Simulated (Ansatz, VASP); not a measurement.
**Ti: VASP beside Ansatz**

```
Ti
1.0
     2.93432    0.00000    0.00000
    -1.46716    2.54119    0.00000
     0.00000    0.00000    9.38801
Ti
4
Cartesian
  1.4672 2.5412 0.0000
  1.4672 2.5412 4.6940
  0.0000 1.6941 2.3470
  1.4672 0.8471 7.0410
```

Alike in both runs: functional PBE; k mesh 12 × 12 × 4; occupations fermi-dirac, width 0.1 eV; no spin polarisation.

Ansatz relaxed the structure, and its values are those at the end. VASP's run is a single point on that final structure, the one shown.

|  | VASP | Ansatz |
| --- | --- | --- |
| version | VASP 6.6.1 | Ansatz 0.2.0 |
| potentials or method | VASP PAW PBE potentials, release 64 (Ti_sv), cutoff 520 eV | plane waves (420 eV) with PAW, scalar-relativistic |
| valence electrons in the cell | 48 | 48 |

VASP gave:

```
pressure (GPa) : -0.3
```

**Question.** Estimate Ansatz's values.

**Answer.** Pressure (GPa): 0.0.
